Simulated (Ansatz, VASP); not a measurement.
**TaAs: VASP beside Ansatz**

```
CELL_PARAMETERS angstrom
0.00000 2.67902 2.67902
2.67902 0.00000 2.67902
2.67902 2.67902 0.00000
ATOMIC_POSITIONS crystal
Ta 0.50000 0.50000 0.50000
As 0.00000 0.00000 0.00000
```

Alike in both runs: task single point; functional r2SCAN; k mesh 12 × 12 × 12; occupations gaussian, width 0.05 eV; no spin polarisation.

|  | VASP | Ansatz |
| --- | --- | --- |
| version | VASP 6.6.1 | Ansatz 0.2.0 |
| potentials or method | VASP PAW PBE potentials, release 64 (Ta_pv, As), cutoff 520 eV | scalar-relativistic, plane waves, PAW |
| valence electrons in the cell | 16 | 28 |

```tsv
	VASP	Ansatz	Ansatz less VASP
gap on the k mesh at the Fermi level (eV)	none	none	-
pressure (GPa)	-9.3	-9.7	-0.37
```

VASP's potentials were made for PBE, not for r2SCAN. A gap of «none» marks a metal or a gap that the smearing closes. The functional is the same, so the differences come from potentials, cutoffs and numerics. VASP's potentials hold 16 valence electrons a cell and Ansatz's 28, so a difference there can come from the potentials and not from the codes.

Spin-orbit coupling is off throughout.
